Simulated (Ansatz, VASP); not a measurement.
**One calculation of Bi, two programs**

Contents of INCAR:

```
PREC = Accurate
ENCUT = 520
EDIFF = 1E-7
ISMEAR = -1
SIGMA = 0.05
LREAL = False
LASPH = True
NELM = 100
ALGO = Fast
ISIF = 2
LWAVE = False
LCHARG = False
GGA = PE
NBANDS = 38
```

Contents of KPOINTS:

```
regular mesh
0
Gamma
  7 7 7
```

File POSCAR:

```
Bi
1.0
   -4.4198830196      4.4198830196      2.0517682803
    4.4198830196     -4.4198830196      2.0517682803
    4.4198830196      4.4198830196     -2.0517682803
Bi
4
Direct
    0.1456555000      0.3543445000      0.5000000000
    0.8543445000      0.6456555000      0.5000000000
    0.6456555000      0.1456555000      0.7913110000
    0.3543445000      0.8543445000      0.2086890000
```

Contents of input.yaml:

```yaml
crystal:
  lattice:
    - [-4.4198830196, 4.4198830196, 2.0517682803]
    - [4.4198830196, -4.4198830196, 2.0517682803]
    - [4.4198830196, 4.4198830196, -2.0517682803]
  atoms:
    - { symbol: Bi, position: [0.1456555, 0.3543445, 0.5] }
    - { symbol: Bi, position: [0.8543445, 0.6456555, 0.5] }
    - { symbol: Bi, position: [0.6456555, 0.1456555, 0.791311] }
    - { symbol: Bi, position: [0.3543445, 0.8543445, 0.208689] }
hamiltonian:
  xc: pbe
  pseudopotentials: { kind: paw }
kpoints:
  mp_grid: { grid: [7, 7, 7] }
scf:
  occupations: { method: fermi_dirac, width: 0.05 }
output:
  forces: true
  stress: true
  eigenvalues: true
```

Alike in both runs: task single point; functional PBE; k mesh 7 × 7 × 7; occupations fermi-dirac, width 0.05 eV; no spin polarisation.

```csv
,VASP,Ansatz
version,VASP 6.6.1,Ansatz 0.2.0
potentials or method,"VASP PAW PBE potentials, release 64 (Bi_d)",Ansatz PAW
plane-wave cutoff (eV),520,420
valence electrons in the cell,60,60
```

```csv
,VASP,Ansatz,Ansatz less VASP
gap on the k mesh at the Fermi level (eV),none,none,-
pressure (GPa),0.9,0.9,+0.05
"traceless stress, the component that is largest in VASP (GPa)",0.17,0.17,+0.005
rms of the force components (eV/Å),0.021,0.022,+0.0004
```

Atom by atom the forces differ by 0.000 eV/Å (rms over components). A gap of «none» marks a metal or a gap that the smearing closes.

Spin-orbit coupling is off throughout.
